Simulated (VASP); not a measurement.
# NaCl (Fm-3m) in VASP: elastic constants with PBEsol

Aim: the elastic constants of NaCl with PBEsol.

Everything below comes from runs of VASP 6.6.1. Logs are shortened: lines on timing, memory, paths and dates and some standing lists are left out, and cuts for length are marked.

### 1 The cell of the first run

The structure is cubic, space group Fm-3m (No. 225). The conventional cell has a = 5.602 Å, b = 5.602 Å, c = 5.602 Å, α = 90.00°, β = 90.00°, γ = 90.00°. Within 3.7 Å of Na (site symmetry m-3m) lie 6 Cl at 2.80 Å. Within 3.7 Å of Cl (site symmetry m-3m) lie 6 Na at 2.80 Å.

### 2 Elastic constants, PBEsol

File INCAR:

```
PREC     = Accurate       # precision mode
ENCUT    = 600            # plane-wave cutoff, eV
EDIFF    = 1E-8           # SCF threshold, eV
ISMEAR   = 0              # smearing method
SIGMA    = 0.01           # smearing width, eV
LREAL    = False          # projectors in reciprocal space
LASPH    = True           # aspherical terms in the spheres
NELM     = 80             # most SCF steps
ALGO     = Normal         # electronic algorithm
ISIF     = 3              # what is computed and relaxed
LWAVE    = False          # write WAVECAR
LCHARG   = False          # write CHGCAR
GGA      = PS             # functional
NBANDS   = 14             # bands
IBRION   = 6              # ionic algorithm
NFREE    = 2            
POTIM    = 0.015          # step
NSW      = 1              # ionic steps
```

File KPOINTS:

```
Automatic mesh
0
Gamma
  8 8 8
```

File POSCAR:

```
NaCl
1.0
    0.0000000000      2.8009524433      2.8009524433
    2.8009524433      0.0000000000      2.8009524433
    2.8009524433      2.8009524433      0.0000000000
Na Cl
1 1
Direct
    0.0000000000      0.0000000000      0.0000000000
    0.5000000000      0.5000000000      0.5000000000
```

Potentials or basis: VASP PAW PBE potentials, release 64 (Na_pv, Cl).

On the command line:

```console
$ cat potpaw_PBE.64/Na_pv/POTCAR potpaw_PBE.64/Cl/POTCAR > POTCAR
$ mpirun -np 1 vasp_std > vasp.out
```

OUTCAR:

```text
PREC = Accurate
   ENCUT = 600
   EDIFF = 1E-8
   ISMEAR = 0
   LREAL = False
   LASPH = True
   NELM = 80
   ISIF = 3
   GGA = PS
   IBRION = 6
   NFREE = 2
   POTIM = 0.015
   NSW = 1

 ion  position               nearest neighbor table
   1  0.000  0.000  0.000-
   2  0.500  0.500  0.500-

  LATTYP: Found a face centered cubic cell.
 ALAT       =     5.6019048866

  Lattice vectors:

 A1 = (   0.0000000000,   2.8009524433,   2.8009524433)
 A2 = (   2.8009524433,   0.0000000000,   2.8009524433)
 A3 = (   2.8009524433,   2.8009524433,   0.0000000000)

Analysis of symmetry for initial positions (statically):
=====================================================================
 Subroutine PRICEL returns:
 Original cell was already a primitive cell.

 Routine SETGRP: Setting up the symmetry group for a
 face centered cubic supercell.

 Subroutine GETGRP returns: Found 48 space group operations
 (whereof 48 operations were pure point group operations)
 out of a pool of 48 trial point group operations.

The static configuration has the point symmetry O_h .

Analysis of symmetry for dynamics (positions and initial velocities):
=====================================================================
 Subroutine PRICEL returns:
 Original cell was already a primitive cell.

 Routine SETGRP: Setting up the symmetry group for a
 face centered cubic supercell.

 Subroutine GETGRP returns: Found 48 space group operations
 (whereof 48 operations were pure point group operations)
 out of a pool of 48 trial point group operations.

The dynamic configuration has the point symmetry O_h .

 Subroutine INISYM returns: Found 48 space group operations
 (whereof 48 operations are pure point group operations),
 and found     1 'primitive' translations

----------------------------------------------------------------------------------------

                                     Primitive cell

  volume of cell :      43.9488

  direct lattice vectors                    reciprocal lattice vectors
     0.000000000  2.800952443  2.800952443    -0.178510707  0.178510707  0.178510707
     2.800952443  0.000000000  2.800952443     0.178510707 -0.178510707  0.178510707
     2.800952443  2.800952443  0.000000000     0.178510707  0.178510707 -0.178510707

  length of vectors
     3.961144933  3.961144933  3.961144933     0.309189614  0.309189614  0.309189614

  position of ions in fractional coordinates (direct lattice)
     0.000000000  0.000000000  0.000000000
     0.500000000  0.500000000  0.500000000

  ion indices of the primitive-cell ions
   primitive index   ion index
                 1           1
                 2           2

----------------------------------------------------------------------------------------

 KPOINTS: Automatic mesh

Automatic generation of k-mesh.
 Grid dimensions read from file:
 generate k-points for:    8    8    8

 Generating k-lattice:

  Cartesian coordinates                     Fractional coordinates (reciprocal lattice)
    -0.022313838  0.022313838  0.022313838     0.125000000  0.000000000  0.000000000
     0.022313838 -0.022313838  0.022313838     0.000000000  0.125000000  0.000000000
     0.022313838  0.022313838 -0.022313838     0.000000000  0.000000000  0.125000000

  Length of vectors
     0.038648702  0.038648702  0.038648702

  Shift w.r.t. Gamma in fractional coordinates (k-lattice)
     0.000000000  0.000000000  0.000000000

 Subroutine IBZKPT returns following result:
 ===========================================

 Found     29 irreducible k-points:

 Following reciprocal coordinates:
            Coordinates               Weight
  0.000000  0.000000  0.000000      1.000000
  0.125000  0.000000  0.000000      8.000000
[... 63 lines left out ...]
  Fermi-wavevector in a.u.,A,eV,Ry     =   1.118069  2.112843 17.008335  1.250077
  Thomas-Fermi vector in A             =   2.254697
   LORBIT       =      0    0 simple, 1 ext, 2 COOP (PROOUT), +10 PAW based schemes
   GGA     = PS    functional components
   LHFCALC =     F    Hartree Fock is set to
   AEXX    =    0.0000 exact exchange contribution
   IVDW    =     0    specifies the selected vdW correction
   LEPSILON=     F    determine dielectric tensor
   LRPA    =     F    only Hartree local field effects (RPA)
 finite differences with symmetry
 non-spin polarized calculation
 Gauss-broadening in eV      SIGMA  =   0.01
  energy-cutoff  :      600.00
  volume of cell :       43.95
 maximum number of plane-waves:      1480
   NGX = 15   NGY = 15   NGZ = 15

--------------------------------------- Ionic step        1  -------------------------------------------

 number of electron      14.0000009 magnetization

 Free energy of the ion-electron system (eV)
  ---------------------------------------------------
  ext. energy  EPLUGINS =         0.00000000
  ---------------------------------------------------
  free energy    TOTEN  =        -6.99863425 eV

  energy without entropy =       -6.99863425  energy(sigma->0) =       -6.99863425

------------------------ aborting loop because EDIFF is reached ----------------------------------------

  FORCE on cell =-STRESS in cart. coord.  units (eV):
  Direction    XX          YY          ZZ          XY          YZ          ZX
  --------------------------------------------------------------------------------------
  -------------------------------------------------------------------------------------
  Total        0.0124514      0.0124514      0.0124514      0.0000000      0.0000000      0.0000000
  in kB        0.4539232      0.4539232      0.4539232      0.0000000      0.0000000      0.0000000
  external PRESSURE =       0.4539232 kB  Pullay stress =       0.0000000 kB
[... 89 lines left out ...]
  FREE ENERGIE OF THE ION-ELECTRON SYSTEM (eV)
  ---------------------------------------------------
  free  energy   TOTEN  =        -6.9966102685 eV

  energy  without entropy=       -6.9966102685  energy(sigma->0) =       -6.99661027

[... ionic steps 4 to 14 ...]

--------------------------------------- Ionic step       15  -------------------------------------------

 number of electron      14.0000005 magnetization

------------------------ aborting loop because EDIFF is reached ----------------------------------------
[... 67 lines left out ...]
--------------------------------------- Ionic step       17  -------------------------------------------

 number of electron      14.0000009 magnetization

 Free energy of the ion-electron system (eV)
  ---------------------------------------------------
  ext. energy  EPLUGINS =         0.00000000
  ---------------------------------------------------
  free energy    TOTEN  =        -6.99847090 eV

  energy without entropy =       -6.99847090  energy(sigma->0) =       -6.99847090

 E-fermi :  -0.5594     XC(G=0):  -8.4231

 val. band max:       -0.6666331441   @ k =   0.0000   0.0000   0.0000
 cond. band min:       4.3407325116   @ k =   0.0000   0.0000   0.0000
 fundamental gap:      5.0073656557
 Fermi energy:        -0.5594007045

 k-point     1 :       0.0000    0.0000    0.0000
  band No.  band energies     occupation
      1     -21.2801      2.00000
      2     -21.2801      2.00000
      3     -21.2801      2.00000
      4     -13.3579      2.00000
      5      -0.6667      2.00000
      6      -0.6666      2.00000
      7      -0.6666      2.00000
      8       4.3407      0.00000
      9      10.3506      0.00000
     10      10.3506      0.00000
     11      10.3506      0.00000
     12      12.5977      0.00000
     13      12.5981      0.00000
     14      14.0047      0.00000
[... 377 lines left out ...]
      1     -21.3071      2.00000
      2     -21.2893      2.00000
      3     -21.2850      2.00000
      4     -12.9561      2.00000
      5      -2.4142      2.00000
      6      -1.4785      2.00000
      7      -1.1036      2.00000
      8       7.5309      0.00000
      9       8.8749      0.00000
     10       9.5122      0.00000
     11      11.0313      0.00000
     12      13.6608      0.00000
     13      14.9764      0.00000
     14      16.0560      0.00000

 [... further k-points ...]
[... 5 lines left out ...]
  --------------------------------------------------------------------------------------
  -------------------------------------------------------------------------------------
  Total        0.0149718      0.0122821      0.0122821     -0.0000000      0.0000000      0.0000000
  in kB        0.5458065      0.4477518      0.4477518     -0.0000000      0.0000000      0.0000000
  external PRESSURE =       0.4804367 kB  Pullay stress =       0.0000000 kB
[... 17 lines left out ...]
  FREE ENERGIE OF THE ION-ELECTRON SYSTEM (eV)
  ---------------------------------------------------
  free  energy   TOTEN  =        -6.9984708966 eV

  energy  without entropy=       -6.9984708966  energy(sigma->0) =       -6.99847090

 INTERNAL STRAIN TENSORS FROM STRAINED CELLS
 ============================================

 INTERNAL STRAIN TENSOR FOR ION    1 for displacements in x,y,z  (eV/Angst):
          X           Y           Z          XY          YZ          ZX
  --------------------------------------------------------------------------------
  x     0.00000    -0.00000     0.00000     0.00000     0.00000     0.00000
  y     0.00000    -0.00000    -0.00000    -0.00000    -0.00000    -0.00000
  z    -0.00000     0.00000    -0.00000     0.00000     0.00000     0.00000

 INTERNAL STRAIN TENSORS FROM DISPLACED ATOMS
 ============================================

 INTERNAL STRAIN TENSOR FOR ION    1 for displacements in x,y,z  (eV/Angst):
          X           Y           Z          XY          YZ          ZX
  --------------------------------------------------------------------------------
  x     0.00000     0.00000     0.00000     0.00000     0.00000     0.00000
  y     0.00000     0.00000     0.00000     0.00000     0.00000     0.00000
  z     0.00000     0.00000     0.00000     0.00000     0.00000     0.00000

 INTERNAL STRAIN TENSOR FOR ION    2 for displacements in x,y,z  (eV/Angst):
          X           Y           Z          XY          YZ          ZX
  --------------------------------------------------------------------------------
  x     0.00000     0.00000     0.00000     0.00000     0.00000     0.00000
  y     0.00000     0.00000     0.00000     0.00000     0.00000     0.00000
  z     0.00000     0.00000     0.00000     0.00000     0.00000     0.00000

 Eigenvectors and eigenvalues of the dynamical matrix
 ----------------------------------------------------

   1 f  =    5.056478 THz    31.770785 2PiTHz  168.665935 cm-1    20.911901 meV
             X         Y         Z           dx          dy          dz
      0.000000  0.000000  0.000000    -0.780331    0.000000    0.000000
      2.800952  2.800952  2.800952     0.625366    0.000000    0.000000
[... 21 lines left out ...]
   6 f/i=    0.011868 THz     0.074568 2PiTHz    0.395869 cm-1     0.049082 meV
             X         Y         Z           dx          dy          dz
      0.000000  0.000000  0.000000     0.000000   -0.335423   -0.527801
      2.800952  2.800952  2.800952     0.000000   -0.418540   -0.658590

--------------------------------------------------------------------------------------------------------

 ELASTIC MODULI CONTR FROM IONIC RELAXATION (kBar)
 Direction    XX          YY          ZZ          XY          YZ          ZX
 --------------------------------------------------------------------------------
 XX           0.0000      0.0000      0.0000      0.0000      0.0000      0.0000
 YY           0.0000      0.0000      0.0000      0.0000      0.0000      0.0000
 ZZ           0.0000      0.0000      0.0000      0.0000      0.0000      0.0000
 XY           0.0000      0.0000      0.0000      0.0000      0.0000      0.0000
 YZ           0.0000      0.0000      0.0000      0.0000      0.0000      0.0000
 ZX           0.0000      0.0000      0.0000      0.0000      0.0000      0.0000
 --------------------------------------------------------------------------------

 TOTAL ELASTIC MODULI (kBar)
 Direction    XX          YY          ZZ          XY          YZ          ZX
 --------------------------------------------------------------------------------
 XX         557.3396    114.1873    114.1873      0.0000      0.0000      0.0000
 YY         114.1873    557.3396    114.1873      0.0000      0.0000      0.0000
 ZZ         114.1873    114.1873    557.3396      0.0000     -0.0000      0.0000
 XY           0.0000      0.0000      0.0000    120.9320      0.0000      0.0000
 YZ           0.0000      0.0000     -0.0000      0.0000    120.9320      0.0000
 ZX           0.0000      0.0000      0.0000      0.0000      0.0000    120.9320
 --------------------------------------------------------------------------------
```

Wall time 15 min (1 thread of AMD EPYC 7R43 (Zen 3), shared host); peak memory 0.24 GiB.

Results:

- Elastic constants C11, C12, C44: 56, 11, 12 GPa
- Voigt bulk modulus: 26 GPa
- Highest phonon frequency at Γ, LO-TO splitting left out: 169 cm⁻¹

Phonon frequencies in cm⁻¹ (negative: imaginary):
```
              q point        frequencies
(0.000, 0.000, 0.000)  0 0 0 169 169 169
```

Elastic tensor in Voigt notation (GPa, in the Cartesian axes of the cell as first typed):
```
56 11 11  0  0  0
11 56 11  0  0  0
11 11 56  0  0  0
 0  0  0 12  0  0
 0  0  0  0 12  0
 0  0  0  0  0 12
```

Clamped-ion elastic tensor (GPa):
```
56 11 11  0  0  0
11 56 11  0  0  0
11 11 56  0  0  0
 0  0  0 12  0  0
 0  0  0  0 12  0
 0  0  0  0  0 12
```

Caveat: the PAW data sets were made with another functional, which shifts forces and pressure a little.
